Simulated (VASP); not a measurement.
# Cu2O (Pn-3m) in VASP: relaxation of the atoms with PBE

Aim: the relaxation of the atoms of Cu2O with PBE.

Everything below comes from runs of VASP 6.6.1. Logs are shortened: lines on timing, memory, paths and dates and some standing lists are left out, and cuts for length are marked.

**1. The cell of the first run**

The structure is cubic, space group Pn-3m (No. 224). Conventional cell: a = 4.260 Å, b = 4.260 Å, c = 4.260 Å, α = 90.00°, β = 90.00°, γ = 90.00°. Cu (site symmetry -3m) has 2 O at 1.84 Å within 2.4 Å. Within 2.4 Å of O (site symmetry -43m) lie 4 Cu at 1.84 Å.

**2. Relaxation of the atoms, PBE**

INCAR reads:

```
PREC     = Accurate       # precision mode
ENCUT    = 520            # plane-wave cutoff, eV
EDIFF    = 1E-7           # SCF threshold, eV
ISMEAR   = -1             # smearing method
SIGMA    = 0.02           # smearing width, eV
LREAL    = False          # projectors in reciprocal space
LASPH    = True           # aspherical terms in the spheres
NELM     = 120            # most SCF steps
ALGO     = Normal         # electronic algorithm
ISIF     = 2              # what is computed and relaxed
LWAVE    = False          # write WAVECAR
LCHARG   = False          # write CHGCAR
GGA      = PE             # functional
IBRION   = 2              # ionic algorithm
NSW      = 80             # ionic steps
EDIFFG   = -0.02          # ionic threshold
GGA_COMPAT= False        
NELMIN   = 4
```

KPOINTS reads:

```
Automatic mesh
0
Gamma
  7 7 7
```

POSCAR reads:

```
Cu2O
1.0
    4.2600000000      0.0000000000      0.0000000000
    0.0000000000      4.2600000000      0.0000000000
    0.0000000000      0.0000000000      4.2600000000
Cu O
4 2
Direct
    0.2500000000      0.2500000000      0.2500000000
    0.2500000000      0.7500000000      0.7500000000
    0.7500000000      0.7500000000      0.2500000000
    0.7500000000      0.2500000000      0.7500000000
    0.0000000000      0.0000000000      0.0000000000
    0.5000000000      0.5000000000      0.5000000000
```

Potentials or basis: VASP PAW PBE potentials, release 64 (Cu, O).

Launch:

```sh
cat potpaw_PBE.64/Cu/POTCAR potpaw_PBE.64/O/POTCAR > POTCAR
mpirun -np 1 vasp_std > vasp.out
```

OUTCAR:

```text
PREC = Accurate
   ENCUT = 520
   EDIFF = 1E-7
   ISMEAR = -1
   LREAL = False
   LASPH = True
   NELM = 120
   ISIF = 2
   GGA = PE
   IBRION = 2
   NSW = 80
   EDIFFG = -0.02
   NELMIN = 4

 ion  position               nearest neighbor table
   1  0.250  0.250  0.250-   5 1.84   6 1.84
   2  0.250  0.750  0.750-   5 1.84   6 1.84
   3  0.750  0.750  0.250-   5 1.84   6 1.84
   4  0.750  0.250  0.750-   5 1.84   6 1.84
   5  0.000  0.000  0.000-   1 1.84   2 1.84   3 1.84   4 1.84
   6  0.500  0.500  0.500-   1 1.84   2 1.84   3 1.84   4 1.84

  LATTYP: Found a simple cubic cell.
 ALAT       =     4.2600000000

  Lattice vectors:

 A1 = (   4.2600000000,   0.0000000000,   0.0000000000)
 A2 = (   0.0000000000,   4.2600000000,   0.0000000000)
 A3 = (   0.0000000000,   0.0000000000,   4.2600000000)

Analysis of symmetry for initial positions (statically):
=====================================================================
 Subroutine PRICEL returns:
 Original cell was already a primitive cell.

 Routine SETGRP: Setting up the symmetry group for a
 simple cubic supercell.

 Subroutine GETGRP returns: Found 48 space group operations
 (whereof 24 operations were pure point group operations)
 out of a pool of 48 trial point group operations.

The static configuration has the point symmetry T_d .
 The point group associated with its full space group is O_h .

Analysis of symmetry for dynamics (positions and initial velocities):
=====================================================================
 Subroutine PRICEL returns:
 Original cell was already a primitive cell.

 Routine SETGRP: Setting up the symmetry group for a
 simple cubic supercell.

 Subroutine GETGRP returns: Found 48 space group operations
 (whereof 24 operations were pure point group operations)
 out of a pool of 48 trial point group operations.

The dynamic configuration has the point symmetry T_d .
 The point group associated with its full space group is O_h .

 Subroutine INISYM returns: Found 48 space group operations
 (whereof 24 operations are pure point group operations),
 and found     1 'primitive' translations

----------------------------------------------------------------------------------------

[... 94 lines left out ...]
   NELM   =    120;   NELMIN=  4; NELMDL= -5     # of ELM steps
   EDIFF  = 0.1E-06   stopping-criterion for ELM
   LREAL  =      F    real-space projection
   EDIFFG = -.2E-01   stopping-criterion for IOM
   NSW    =     80    number of steps for IOM
   IBRION =      2    ionic relax: 0-MD 1-quasi-New 2-CG
   NFREE  =      1    steps in history (QN), initial steepest desc. (CG)
   ISIF   =      2    stress and relaxation
   ISYM   =      2    0-nonsym 1-usesym 2-fastsym
   POTIM  = 0.5000    time-step for ionic-motion
   TEBEG  =    0.0;   TEEND  =   0.0 temperature during run
   PSTRESS=    0.0 pullay stress
   NELECT =      56.0000    total number of electrons
   NUPDOWN=      -1.0000    fix difference up-down
   EMIN   =  10.00;   EMAX   =-10.00  energy-range for DOS
   EFERMI =   0.00;   METHOD = LEGACY
   ISMEAR =    -1;   SIGMA  =   0.02  broadening in eV -4-tet -1-fermi 0-gaus
   EFERMI_NEDOS =   21; number of points for ismear=-14 and -15
   IALGO  =     38    algorithm
   IMIX   =      4    mixing-type and parameters
     AMIX     =   0.40;   BMIX     =  1.00
     AMIX_MAG =   1.60;   BMIX_MAG =  1.00
  volume/ion in A,a.u.               =      12.88        86.95
  Fermi-wavevector in a.u.,A,eV,Ry     =   1.470261  2.778391 29.411289  2.161669
  Thomas-Fermi vector in A             =   2.585540
   LORBIT       =      0    0 simple, 1 ext, 2 COOP (PROOUT), +10 PAW based schemes
   GGA     = PE    functional components
   LHFCALC =     F    Hartree Fock is set to
   AEXX    =    0.0000 exact exchange contribution
   IVDW    =     0    specifies the selected vdW correction
   LEPSILON=     F    determine dielectric tensor
   LRPA    =     F    only Hartree local field effects (RPA)
 conjugate gradient relaxation of ions
 non-spin polarized calculation
  energy-cutoff  :      520.00
  volume of cell :       77.31
 maximum number of plane-waves:      2103
 NGX is ok and might be reduce to    32
   NGX = 15   NGY = 15   NGZ = 15

 number of electron      56.0000098 magnetization

 Free energy of the ion-electron system (eV)
  ---------------------------------------------------
  ext. energy  EPLUGINS =         0.00000000
  ---------------------------------------------------
  free energy    TOTEN  =       -27.25436129 eV

  energy without entropy =      -27.25436128  energy(sigma->0) =      -27.25436128

 E-fermi :   5.0573     XC(G=0): -11.0459

 val. band max:        4.7738805925   @ k =   0.0000   0.0000   0.0000
 cond. band min:       5.3126793585   @ k =   0.0000   0.0000   0.0000
 fundamental gap:      0.5387987660
 Fermi energy:         5.0573310459

 k-point     1 :       0.0000    0.0000    0.0000
  band No.  band energies     occupation
      1     -15.3868      2.00000
      2     -14.6485      2.00000
      3      -2.4738      2.00000
      4      -2.4738      2.00000
      5      -2.4738      2.00000
      6      -0.0896      2.00000
[... 709 lines left out ...]
     32       9.3262      0.00000
     33       9.6491      0.00000

------------------------ aborting loop because EDIFF is reached ----------------------------------------

  FORCE on cell =-STRESS in cart. coord.  units (eV):
  Direction    XX          YY          ZZ          XY          YZ          ZX
  --------------------------------------------------------------------------------------
  -------------------------------------------------------------------------------------
  Total        1.9381892      1.9381892      1.9381892     -0.0000000      0.0000000     -0.0000000
  in kB       40.1677925     40.1677925     40.1677925     -0.0000000      0.0000000     -0.0000000
  external PRESSURE =      40.1677925 kB  Pullay stress =       0.0000000 kB

 VOLUME and BASIS-vectors are now :
 -----------------------------------------------------------------------------
  energy-cutoff  :      520.00
  volume of cell :       77.31
      direct lattice vectors                 reciprocal lattice vectors
     4.260000000  0.000000000  0.000000000     0.234741784  0.000000000  0.000000000
     0.000000000  4.260000000  0.000000000     0.000000000  0.234741784  0.000000000
     0.000000000  0.000000000  4.260000000     0.000000000  0.000000000  0.234741784

 POSITION                                       TOTAL-FORCE (eV/Angst)
 -----------------------------------------------------------------------------------
      1.06500      1.06500      1.06500        -0.000000     -0.000000      0.000000
      1.06500      3.19500      3.19500        -0.000000      0.000000     -0.000000
      3.19500      3.19500      1.06500         0.000000     -0.000000     -0.000000
      3.19500      1.06500      3.19500        -0.000000     -0.000000     -0.000000
      0.00000      0.00000      0.00000         0.000000     -0.000000      0.000000
      2.13000      2.13000      2.13000        -0.000000     -0.000000      0.000000
 -----------------------------------------------------------------------------------
    total drift:                               -0.000000      0.000000      0.000000

  FREE ENERGIE OF THE ION-ELECTRON SYSTEM (eV)
  ---------------------------------------------------
  free  energy   TOTEN  =       -27.2543612889 eV

  energy  without entropy=      -27.2543612791  energy(sigma->0) =      -27.25436128

 reached required accuracy - stopping structural energy minimisation
```

Run time: 44 s. Hardware: 1 thread of AMD EPYC 7R13 (Zen 3), shared host; peak memory 0.17 GiB.

Results:

```yaml
Free_energy: -27.2544 eV
Pressure_after_relaxing: 4.0 GPa
Band_gap_on_the_k_mesh: 0.54 eV
```

Final structure:
```xyz
6
Lattice="4.2600 0.0000 0.0000 0.0000 4.2600 0.0000 0.0000 0.0000 4.2600" Properties=species:S:1:pos:R:3 pbc="T T T"
Cu    1.0650    1.0650    1.0650
Cu    1.0650    3.1950    3.1950
Cu    3.1950    3.1950    1.0650
Cu    3.1950    1.0650    3.1950
O     0.0000    0.0000    0.0000
O     2.1300    2.1300    2.1300
```

Caveat: the relaxation stopped at its first step, so nothing moved; semilocal functionals underestimate gaps, and a narrow one can read as zero; an odd mesh through Γ misses points on the zone boundary, where band edges can lie.
